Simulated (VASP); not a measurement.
## PbS: single point with r2SCAN

PbS:

```
Pb S
1.0
     2.08401   -5.99333    0.00000
     2.08401    5.99333    0.00000
     0.00000    0.00000    4.26544
Pb S
2 2
Direct
  0.86964 0.13036 0.75000
  0.13036 0.86964 0.25000
  0.64589 0.35411 0.75000
  0.35411 0.64589 0.25000
```

```yaml
Program: VASP 6.6.1
Task: single point
Functional: r2SCAN
Potentials_or_basis: VASP PAW PBE potentials, release 64 (Pb_d, S)
Cutoff: 520 eV
k_mesh: 6 × 6 × 6
Occupations: gaussian, width 0.1 eV
Spin: no spin polarisation
Dipole_correction: no
Further_INCAR_settings: ALGO = Normal; EDIFF = 1e-06; NBANDS = 28
```

- Pressure: 0.0 GPa
- Band gap on the k mesh: 1.46 eV, indirect (least direct gap 1.76 eV)

Forces in eV/Å, atoms in the order of the input:
```
Pb   0.000 -0.002  0.000
Pb   0.000  0.002  0.000
S    0.000  0.002  0.000
S    0.000 -0.002  0.000
```

Stress tensor (GPa, compression positive):
```
-0.01  0.00  0.00
 0.00  0.04  0.00
 0.00  0.00  0.11
```

Levels at points of the mesh, in eV from the valence-band top:
```csv
k point,band 16,band 17,band 18,band 19,band 20,band 21,band 22,band 23,band 24,band 25
"(0.00, 0.00, 0.00)",-2.97,-2.47,-1.70,-1.49,-0.46,5.13,5.15,5.29,6.06,6.21
"(0.50, 0.00, 0.00)",-2.04,-1.37,-1.20,-0.30,-0.30,2.20,2.25,2.59,3.38,3.55
"(0.50, 0.50, 0.00)",-2.66,-2.00,-1.87,-1.36,-0.43,1.46,4.87,5.27,5.47,5.99
"(0.00, 0.00, 0.50)",-2.76,-1.17,-1.17,-0.08,-0.08,2.19,2.19,3.12,3.12,5.48
"(0.50, 0.00, 0.50)",-4.36,-3.14,-3.14,-1.48,-1.48,3.81,3.81,5.72,5.72,6.94
"(0.50, 0.50, 0.50)",-1.27,-1.26,-1.26,-0.40,-0.40,2.08,2.08,3.54,3.54,3.86
```

Wall time 6.7 min on 1 thread of Intel(R) Xeon(R) Platinum 8488C (Sapphire Rapids) (shared host), peak memory 0.36 GiB.

Caveat: the PAW data sets were made with another functional, which shifts forces and pressure a little; spin-orbit coupling is left out, which moves the levels of the heavy elements. A k mesh can miss the band edges.
